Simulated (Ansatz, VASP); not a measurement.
**Two plane-wave programs on CdTe**

The input INCAR:

```
SYSTEM = CdTe
PREC = Accurate
ENCUT = 520
EDIFF = 1E-7
ISMEAR = 0
SIGMA = 0.05
LREAL = .False.
LASPH = .True.
NELM = 80
ALGO = Normal
ISIF = 2
LWAVE = .False.
LCHARG = .True.
GGA = PE
LELF = .True.
LVHAR = .True.
NBANDS = 16
```

File KPOINTS:

```
regular mesh
0
Gamma
  10 10 10
  0 0 0
```

The input POSCAR:

```
CdTe
1.0
    0.0000000000      3.2590563829      3.2094260826
    3.2590563829      0.0000000000      3.2094260826
    3.2590563829      3.2590563829      0.0000000000
Cd Te
1 1
Direct
    0.0000000000      0.0000000000      0.0000000000
    0.7500000000      0.7500000000      0.7500000000
```

Input for Ansatz:

```yaml
crystal:
  lattice:
    - [0.0, 3.2590563829, 3.2094260826]
    - [3.2590563829, 0.0, 3.2094260826]
    - [3.2590563829, 3.2590563829, 0.0]
  atoms:
    - { symbol: Cd, position: [0.0, 0.0, 0.0] }
    - { symbol: Te, position: [0.75, 0.75, 0.75] }
basis:
  ecutwfc: 420
kpoints:
  mp_grid: { grid: [10, 10, 10] }
hamiltonian:
  xc: pbe
scf:
  occupations: { method: gaussian, width: 0.05 }
output:
  forces: true
  stress: true
  eigenvalues: true
```

Change from the starting cell: strain -0.015 along x and y, -0.030 along z, atoms carried along.

Alike in both runs: task single point; functional PBE; k mesh 10 × 10 × 10; occupations gaussian, width 0.05 eV; no spin polarisation.

```csv
,VASP,Ansatz
version,VASP 6.6.1,Ansatz 0.2.0
potentials or method,"VASP PAW PBE potentials, release 64 (Cd, Te), cutoff 520 eV","scalar-relativistic, plane waves, PAW"
valence electrons in the cell,18,36
```

VASP gave:

```
gap on the k mesh at the Fermi level (eV)                     : 0.73
least direct gap on the mesh (eV)                             : 0.73
pressure (GPa)                                                : 2.6
traceless stress, the component that is largest in VASP (GPa) : 0.14
```

Q: What did Ansatz give for the same quantities?

A: gap on the k mesh at the Fermi level (eV): 0.73; least direct gap on the mesh (eV): 0.73; pressure (GPa): 2.5; traceless stress, the component that is largest in VASP (GPa): 0.14.

VASP's potentials hold 18 valence electrons a cell and Ansatz's 36, so a difference there can come from the potentials and not from the codes.

Neither program's run includes spin-orbit coupling.
